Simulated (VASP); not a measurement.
# PbS (P6_3/mmc) in VASP: further runs

The runs below take PbS through single point, with PBE.

Program: VASP 6.6.1. These are calculated values, not measurements. Logs are shortened: lines on timing, memory, paths and dates and some standing lists are left out, and cuts for length are marked.

**1. The cell of the first run**

The structure is hexagonal, space group P6_3/mmc (No. 194). The conventional cell has a = 4.997 Å, b = 4.997 Å, c = 5.997 Å, α = 90.00°, β = 90.00°, γ = 120.00°. Within 3.8 Å of Pb (site symmetry -6m2) lie 5 S at 2.89 to 3.00 Å. Within 3.8 Å of S (site symmetry -6m2) lie 5 Pb at 2.89 to 3.00 Å.

**2. Single point, PBE**

The input, INCAR:

```
  PREC = Accurate
  ENCUT = 520
  EDIFF = 1E-7
  ISMEAR = 0
  SIGMA = 0.01
  LREAL = F
  LASPH = T
  NELM = 100
  ALGO = Normal
  ISIF = 2
  LWAVE = F
  LCHARG = F
  GGA = PE
  NBANDS = 28
```

The input, KPOINTS:

```
regular mesh
0
Gamma
  6 6 4
```

The input, POSCAR:

```
PbS
1.0
    4.9970879594      0.0000000000      0.0000000000
   -2.4985439797      4.3276051178      0.0000000000
    0.0000000000      0.0000000000      5.9970707147
Pb S
2 2
Direct
    0.3333333333      0.6666666667      0.2500000000
    0.6666666667      0.3333333333      0.7500000000
    0.6666666667      0.3333333333      0.2500000000
    0.3333333333      0.6666666667      0.7500000000
```

Potentials or basis: VASP PAW PBE potentials, release 64 (Pb_d, S).

Run with:

```
$ cat potpaw_PBE.64/Pb_d/POTCAR potpaw_PBE.64/S/POTCAR > POTCAR
$ mpirun -np 1 vasp_std > vasp.out
```

OUTCAR:

```text
PREC = Accurate
   ENCUT = 520
   EDIFF = 1E-7
   ISMEAR = 0
   LREAL = F
   LASPH = T
   NELM = 100
   ISIF = 2
   GGA = PE

 ion  position               nearest neighbor table
   1  0.333  0.667  0.250-   3 2.89   3 2.89   3 2.89   4 3.00   4 3.00
   2  0.667  0.333  0.750-   4 2.89   4 2.89   4 2.89   3 3.00   3 3.00
   3  0.667  0.333  0.250-   1 2.89   1 2.89   1 2.89   2 3.00   2 3.00
   4  0.333  0.667  0.750-   2 2.89   2 2.89   2 2.89   1 3.00   1 3.00

  LATTYP: Found a hexagonal cell.
 ALAT       =     4.9970879594
 C/A-ratio  =     1.2001130986

  Lattice vectors:

 A1 = (   4.9970879594,   0.0000000000,   0.0000000000)
 A2 = (  -2.4985439797,   4.3276051178,   0.0000000000)
 A3 = (   0.0000000000,   0.0000000000,   5.9970707147)

Analysis of symmetry for initial positions (statically):
=====================================================================
 Subroutine PRICEL returns:
 Original cell was already a primitive cell.

 Routine SETGRP: Setting up the symmetry group for a
 hexagonal supercell.

 Subroutine GETGRP returns: Found 24 space group operations
 (whereof 12 operations were pure point group operations)
 out of a pool of 24 trial point group operations.

The static configuration has the point symmetry D_3d.
 The point group associated with its full space group is D_6h.

Analysis of symmetry for dynamics (positions and initial velocities):
=====================================================================
 Subroutine PRICEL returns:
 Original cell was already a primitive cell.

 Routine SETGRP: Setting up the symmetry group for a
 hexagonal supercell.

 Subroutine GETGRP returns: Found 24 space group operations
 (whereof 12 operations were pure point group operations)
 out of a pool of 24 trial point group operations.

The dynamic configuration has the point symmetry D_3d.
 The point group associated with its full space group is D_6h.

 Subroutine INISYM returns: Found 24 space group operations
 (whereof 12 operations are pure point group operations),
 and found     1 'primitive' translations

----------------------------------------------------------------------------------------

                                     Primitive cell

  volume of cell :     129.6892

  direct lattice vectors                    reciprocal lattice vectors
     4.997087959  0.000000000  0.000000000     0.200116550  0.115537344  0.000000000
    -2.498543980  4.327605118  0.000000000     0.000000000  0.231074687  0.000000000
     0.000000000  0.000000000  5.997070715     0.000000000  0.000000000  0.166748075

  length of vectors
     4.997087959  4.997087959  5.997070715     0.231074687  0.231074687  0.166748075

  position of ions in fractional coordinates (direct lattice)
     0.333333333  0.666666667  0.250000000
     0.666666667  0.333333333  0.750000000
     0.666666667  0.333333333  0.250000000
     0.333333333  0.666666667  0.750000000

  ion indices of the primitive-cell ions
   primitive index   ion index
                 1           1
                 2           2
                 3           3
                 4           4

----------------------------------------------------------------------------------------

 KPOINTS: regular mesh

Automatic generation of k-mesh.
 Grid dimensions read from file:
 generate k-points for:    6    6    4

 Generating k-lattice:

  Cartesian coordinates                     Fractional coordinates (reciprocal lattice)
     0.033352758  0.019256224  0.000000000     0.166666667  0.000000000  0.000000000
     0.000000000  0.038512448  0.000000000     0.000000000  0.166666667  0.000000000
     0.000000000  0.000000000  0.041687019     0.000000000  0.000000000  0.250000000

  Length of vectors
     0.038512448  0.038512448  0.041687019

  Shift w.r.t. Gamma in fractional coordinates (k-lattice)
     0.000000000  0.000000000  0.000000000

 Subroutine IBZKPT returns following result:
 ===========================================

 Found     21 irreducible k-points:

 Following reciprocal coordinates:
            Coordinates               Weight
  0.000000  0.000000  0.000000      1.000000
  0.166667  0.000000  0.000000      6.000000
  0.333333 -0.000000  0.000000      6.000000
  0.500000 -0.000000  0.000000      3.000000
  0.166667  0.166667  0.000000      6.000000
  0.333333  0.166667  0.000000     12.000000
[... 13 lines left out ...]
  0.333333  0.166667  0.500000     12.000000
  0.333333  0.333333  0.500000      2.000000
   k-points           NKPTS =     21   k-points in BZ     NKDIM =     21   number of bands    NBANDS=     28
   number of dos      NEDOS =    301   number of ions     NIONS =      4
   total plane-waves  NPLWV =  76800
   dimension x,y,z NGX =    40 NGY =   40 NGZ =   48
   dimension x,y,z NGXF=    80 NGYF=   80 NGZF=   96
   ions per type =               2   2
   NGX,Y,Z   is equivalent  to a cutoff of  13.31, 13.31, 13.31 a.u.
   NGXF,Y,Z  is equivalent  to a cutoff of  26.61, 26.61, 26.61 a.u.
 SYSTEM =  unknown system
   PREC   = accura    normal or accurate (medium, high low for compatibility)
   ISTART =      0    job   : 0-new  1-cont  2-samecut
   ICHARG =      2    charge: 1-file 2-atom 10-const
   ISPIN  =      1    spin polarized calculation?
   LNONCOLLINEAR =      F non collinear calculations
   LSORBIT =      F    spin-orbit coupling
   LASPH  =      T    aspherical Exc in radial PAW
   ENCUT  =  520.0 eV  38.22 Ry    6.18 a.u.   9.29  9.29 11.15*2*pi/ulx,y,z
   NELM   =    100;   NELMIN=  2; NELMDL= -5     # of ELM steps
   EDIFF  = 0.1E-06   stopping-criterion for ELM
   LREAL  =      F    real-space projection
   EDIFFG = 0.1E-05   stopping-criterion for IOM
   NSW    =      0    number of steps for IOM
   IBRION =     -1    ionic relax: 0-MD 1-quasi-New 2-CG
   NFREE  =      0    steps in history (QN), initial steepest desc. (CG)
   ISIF   =      2    stress and relaxation
   ISYM   =      2    0-nonsym 1-usesym 2-fastsym
   POTIM  = 0.5000    time-step for ionic-motion
   TEBEG  =    0.0;   TEEND  =   0.0 temperature during run
   PSTRESS=    0.0 pullay stress
   NELECT =      40.0000    total number of electrons
   NUPDOWN=      -1.0000    fix difference up-down
   EMIN   =  10.00;   EMAX   =-10.00  energy-range for DOS
   EFERMI =   0.00;   METHOD = LEGACY
   ISMEAR =     0;   SIGMA  =   0.01  broadening in eV -4-tet -1-fermi 0-gaus
   EFERMI_NEDOS =   21; number of points for ismear=-14 and -15
   IALGO  =     38    algorithm
   IMIX   =      4    mixing-type and parameters
     AMIX     =   0.40;   BMIX     =  1.00
     AMIX_MAG =   1.60;   BMIX_MAG =  1.00
  volume/ion in A,a.u.               =      32.42       218.80
  Fermi-wavevector in a.u.,A,eV,Ry     =   1.106098  2.090222 16.646082  1.223453
  Thomas-Fermi vector in A             =   2.242594
   LORBIT       =      0    0 simple, 1 ext, 2 COOP (PROOUT), +10 PAW based schemes
   GGA     = PE    functional components
   LHFCALC =     F    Hartree Fock is set to
   AEXX    =    0.0000 exact exchange contribution
   IVDW    =     0    specifies the selected vdW correction
   LEPSILON=     F    determine dielectric tensor
   LRPA    =     F    only Hartree local field effects (RPA)
 non-spin polarized calculation
 Gauss-broadening in eV      SIGMA  =   0.01
  energy-cutoff  :      520.00
  volume of cell :      129.69
 maximum number of plane-waves:      3508
 NGX is ok and might be reduce to    40
   NGX = 19   NGY = 19   NGZ = 23

 number of electron      39.9999997 magnetization

 Free energy of the ion-electron system (eV)
  ---------------------------------------------------
  ext. energy  EPLUGINS =         0.00000000
  ---------------------------------------------------
  free energy    TOTEN  =       -17.22408523 eV

  energy without entropy =      -17.22408523  energy(sigma->0) =      -17.22408523

 E-fermi :   3.8219     XC(G=0):  -8.3968

 val. band max:        3.7119388876   @ k =   0.3333   0.3333   0.5000
 cond. band min:       5.1358751377   @ k =   0.3333   0.3333   0.5000
 fundamental gap:      1.4239362500
 Fermi energy:         3.8219345482

 k-point     1 :       0.0000    0.0000    0.0000
  band No.  band energies     occupation
      1     -13.0473      2.00000
      2     -12.9545      2.00000
      3     -12.9545      2.00000
      4     -12.9540      2.00000
      5     -12.9540      2.00000
      6     -12.9536      2.00000
[... 20 lines left out ...]
     27       9.2779      0.00000
     28      10.4156      0.00000

 k-point     2 :       0.1667    0.0000    0.0000
  band No.  band energies     occupation
      1     -13.0458      2.00000
      2     -12.9640      2.00000
      3     -12.9557      2.00000
      4     -12.9541      2.00000
      5     -12.9526      2.00000
      6     -12.9491      2.00000
[... 20 lines left out ...]
     27       9.9080      0.00000
     28      10.0781      0.00000

 k-point     3 :       0.3333   -0.0000    0.0000
  band No.  band energies     occupation
      1     -13.0414      2.00000
      2     -12.9828      2.00000
      3     -12.9595      2.00000
      4     -12.9500      2.00000
      5     -12.9500      2.00000
      6     -12.9391      2.00000
[... 20 lines left out ...]
     27       9.6629      0.00000
     28      10.6006      0.00000

 k-point     4 :       0.5000   -0.0000    0.0000
  band No.  band energies     occupation
      1     -13.0377      2.00000
      2     -12.9932      2.00000
      3     -12.9612      2.00000
      4     -12.9483      2.00000
      5     -12.9477      2.00000
      6     -12.9349      2.00000
[... 20 lines left out ...]
     27       9.5097      0.00000
     28      10.4011      0.00000

 k-point     5 :       0.1667    0.1667    0.0000
  band No.  band energies     occupation
      1     -13.0419      2.00000
      2     -12.9792      2.00000
      3     -12.9595      2.00000
      4     -12.9505      2.00000
      5     -12.9494      2.00000
      6     -12.9428      2.00000
[... 20 lines left out ...]
     27       9.5700      0.00000
     28      11.2323      0.00000

 k-point     6 :       0.3333    0.1667    0.0000
  band No.  band energies     occupation
      1     -13.0336      2.00000
      2     -12.9968      2.00000
      3     -12.9634      2.00000
      4     -12.9501      2.00000
      5     -12.9439      2.00000
      6     -12.9351      2.00000
[... 370 lines left out ...]
      5     -12.9510      2.00000
      6     -12.9510      2.00000
[... 20 lines left out ...]
     27      10.6334      0.00000
     28      10.6334      0.00000

 k-point    19 :       0.1667    0.1667    0.5000
  band No.  band energies     occupation
      1     -12.9822      2.00000
      2     -12.9822      2.00000
      3     -12.9579      2.00000
      4     -12.9579      2.00000
      5     -12.9501      2.00000
      6     -12.9501      2.00000
[... 20 lines left out ...]
     27      11.1928      0.00000
     28      11.1928      0.00000

 k-point    20 :       0.3333    0.1667    0.5000
  band No.  band energies     occupation
      1     -12.9798      2.00000
      2     -12.9798      2.00000
      3     -12.9543      2.00000
      4     -12.9543      2.00000
      5     -12.9509      2.00000
      6     -12.9509      2.00000
[... 20 lines left out ...]
     27      10.6738      0.00000
     28      10.6738      0.00000

 k-point    21 :       0.3333    0.3333    0.5000
  band No.  band energies     occupation
      1     -12.9761      2.00000
      2     -12.9761      2.00000
      3     -12.9577      2.00000
      4     -12.9577      2.00000
      5     -12.9481      2.00000
      6     -12.9481      2.00000
[... 20 lines left out ...]
     27      10.5096      0.00000
     28      10.5096      0.00000

------------------------ aborting loop because EDIFF is reached ----------------------------------------

  FORCE on cell =-STRESS in cart. coord.  units (eV):
  Direction    XX          YY          ZZ          XY          YZ          ZX
  --------------------------------------------------------------------------------------
  -------------------------------------------------------------------------------------
  Total        0.5520601      0.5520601      0.6731754      0.0000000     -0.0000000     -0.0000000
  in kB        6.8201376      6.8201376      8.3163935      0.0000000     -0.0000000     -0.0000000
  external PRESSURE =       7.3188896 kB  Pullay stress =       0.0000000 kB

 VOLUME and BASIS-vectors are now :
 -----------------------------------------------------------------------------
  energy-cutoff  :      520.00
  volume of cell :      129.69
      direct lattice vectors                 reciprocal lattice vectors
     4.997087959  0.000000000  0.000000000     0.200116550  0.115537344  0.000000000
    -2.498543980  4.327605118  0.000000000     0.000000000  0.231074687  0.000000000
     0.000000000  0.000000000  5.997070715     0.000000000  0.000000000  0.166748075

 POSITION                                       TOTAL-FORCE (eV/Angst)
 -----------------------------------------------------------------------------------
     -0.00000      2.88507      1.49927        -0.000000      0.000000      0.000000
      2.49854      1.44254      4.49780         0.000000      0.000000      0.000000
      2.49854      1.44254      1.49927        -0.000000     -0.000000      0.000000
     -0.00000      2.88507      4.49780        -0.000000      0.000000      0.000000
 -----------------------------------------------------------------------------------
    total drift:                               -0.000000      0.000000     -0.000000

  FREE ENERGIE OF THE ION-ELECTRON SYSTEM (eV)
  ---------------------------------------------------
  free  energy   TOTEN  =       -17.2240852342 eV

  energy  without entropy=      -17.2240852342  energy(sigma->0) =      -17.22408523
```

Run time: 71 s. Hardware: 1 thread of Intel Xeon Platinum 8259CL at 2.50GHz (Skylake/Cascade Lake), shared host; peak memory 0.28 GiB.

What came out:

```
Free energy            : -17.2241 eV
Pressure               : 0.7 GPa
Band gap on the k mesh : 1.42 eV, direct
```

Caveat: spin-orbit coupling is left out, which moves the levels of the heavy elements.

**3. Single point, PBE, non-collinear spin, zero start, spin-orbit coupling**

The input, INCAR:

```
SYSTEM = PbS
PREC     = Accurate       ! precision mode
ENCUT    = 520            ! plane-wave cutoff, eV
EDIFF    = 1E-6           ! SCF threshold, eV
ISMEAR   = 0              ! smearing method
SIGMA    = 0.01           ! smearing width, eV
LREAL    = .False.        ! projectors in reciprocal space
LASPH    = .True.         ! aspherical terms in the spheres
NELM     = 150            ! most SCF steps
ALGO     = Normal         ! electronic algorithm
ISIF     = 2              ! what is computed and relaxed
LWAVE    = .False.        ! write WAVECAR
LCHARG   = .True.         ! write CHGCAR
LNONCOLLINEAR= .True.         ! non-collinear magnetism
MAGMOM   = 0 0 0 0 0 0 0 0 0 0 0 0 ! initial moments
LORBIT   = 11             ! projections on sites
LSORBIT  = .True.         ! spin-orbit coupling
GGA_COMPAT= .False.      
LORBMOM  = .True.       
GGA      = PE             ! functional
LVHAR    = .True.       
NBANDS   = 54             ! bands
```

The input, KPOINTS:

```
regular mesh
0
Gamma
  6 6 4
  0 0 0
```

POSCAR is that of step 2.

Potentials or basis: VASP PAW PBE potentials, release 64 (Pb_d, S).

Run with:

```
$ cat potpaw_PBE.64/Pb_d/POTCAR potpaw_PBE.64/S/POTCAR > POTCAR
$ mpirun -np 1 vasp_ncl > vasp.out
```

Wall time 9.6 min (1 thread of Intel Xeon Platinum 8259CL at 2.50GHz (Skylake/Cascade Lake), shared host); peak memory 0.65 GiB.

Results (log left out):

| Quantity | Value |
| --- | --- |
| Free energy | -17.9964 eV |
| Pressure | 0.6 GPa |
| Net moment | 0.00 μB per cell |
| Valence electrons inside the program's atomic spheres | Pb 11.85; S 3.68 |

Stress tensor (GPa, compression positive):
```
0.55 0.00 0.00
0.00 0.55 0.00
0.00 0.00 0.78
```

Moments on the atoms (μB; x, y, z):
```
Pb  0.00 0.00 0.00
Pb  0.00 0.00 0.00
S   0.00 0.00 0.00
S   0.00 0.00 0.00
```
